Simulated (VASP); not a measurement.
## AlGa3N4: single point with r2SCAN

The system is AlGa3N4.

```
CELL_PARAMETERS angstrom
4.68861 0.00000 0.00000
0.00000 4.68861 0.00000
0.00000 0.00000 4.46534
ATOMIC_POSITIONS crystal
Al 0.00000 0.00000 0.00000
Ga 0.50000 0.50000 0.00000
Ga 0.50000 0.00000 0.50000
Ga 0.00000 0.50000 0.50000
N 0.75535 0.75535 0.24465
N 0.75535 0.24465 0.75535
N 0.24465 0.75535 0.75535
N 0.24465 0.24465 0.24465
```

This cell differs from its parent crystal: strain +0.050 along x and y, +0.000 along z.

* Program: VASP 6.6.1
* Task: single point
* Functional: r2SCAN
* Potentials or basis: VASP PAW PBE potentials, release 64 (Al, Ga_d, N)
* Cutoff: 520 eV
* k mesh: 6 × 6 × 6
* Occupations: gaussian, width 0.05 eV
* Spin: no spin polarisation
* Dipole correction: no
* Further INCAR settings: ALGO = Normal; EDIFF = 1e-06; NBANDS = 41

* Pressure: -15.5 GPa
* Largest force: 0.077 eV/Å
* Band gap on the k mesh: 1.98 eV, direct

Forces on the atoms (eV/Å):
```
Al   0.000  0.000  0.000
Ga   0.000  0.000  0.000
Ga   0.000  0.000  0.000
Ga   0.000  0.000  0.000
N    0.024  0.024 -0.069
N    0.024 -0.024  0.069
N   -0.024  0.024  0.069
N   -0.024 -0.024 -0.069
```

Stress tensor (GPa, compression positive):
```
-17.55   0.00   0.00
  0.00 -17.55   0.00
  0.00   0.00 -11.49
```

Levels at points of the mesh, in eV from the valence-band top:
| k point | band 29 | band 30 | band 31 | band 32 | band 33 | band 34 |
| --- | --- | --- | --- | --- | --- | --- |
| (0.00, 0.00, 0.00) | -0.19 | -0.19 | 0.00 | 1.98 | 3.56 | 3.81 |
| (0.50, 0.00, 0.00) | -1.35 | -1.19 | -1.09 | 4.82 | 4.88 | 6.28 |
| (0.50, 0.50, 0.00) | -1.20 | -1.20 | -0.87 | 6.21 | 6.38 | 6.38 |
| (0.00, 0.00, 0.50) | -1.64 | -1.37 | -1.37 | 4.95 | 5.05 | 6.68 |
| (0.50, 0.00, 0.50) | -0.91 | -0.90 | -0.60 | 6.38 | 6.47 | 6.55 |
| (0.50, 0.50, 0.50) | -0.63 | -0.62 | -0.62 | 4.62 | 4.65 | 4.65 |

Run time: 7.8 min on 1 thread of Intel Xeon 6975P-C, with other jobs on the host, peak memory 0.3 GiB.

Caveat: the cell differs from its parent crystal (strain +0.050 along x and y, +0.000 along z); the PAW data sets were made with another functional, which shifts forces and pressure a little.
